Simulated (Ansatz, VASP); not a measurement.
In: VASP beside Ansatz

```
In
1.0
     3.33548    0.00000    0.00000
    -1.66774    2.88861    0.00000
     0.00000    0.00000    5.50914
In
2
Cartesian
  1.6677 0.9629 4.1319
  0.0000 1.9257 1.3773
```

Alike in both runs: task relaxation of cell and atoms; functional PBE0; k mesh 5 × 5 × 3; occupations fermi-dirac, width 0.05 eV; no spin polarisation.

|  | VASP | Ansatz |
| --- | --- | --- |
| version | VASP 6.6.1 | Ansatz 0.2.0 |
| potentials or method | VASP PAW PBE potentials, release 64 (In_d) | Ansatz PAW |
| plane-wave cutoff (eV) | 600 | 420 |
| valence electrons in the cell | 26 | 26 |

|  | VASP | Ansatz | Ansatz less VASP |
| --- | --- | --- | --- |
| gap on the k mesh at the Fermi level, each at its own relaxed structure (eV) | none | none | - |
| relaxed volume (Å³/atom) | 26.50 | 26.56 | +0.059 |
| relaxed length of the cell vector where the two differ most in proportion (Å) | 5.525 | 5.532 | +0.0063 |

A gap of «none» marks a metal or a gap that the smearing closes.

The k mesh is coarse, so the values compare programs but aren't converged. Noted on Ansatz's run: the plane-wave basis is chosen anew once the cell has moved, so the energies of steps on either side of that aren't comparable.
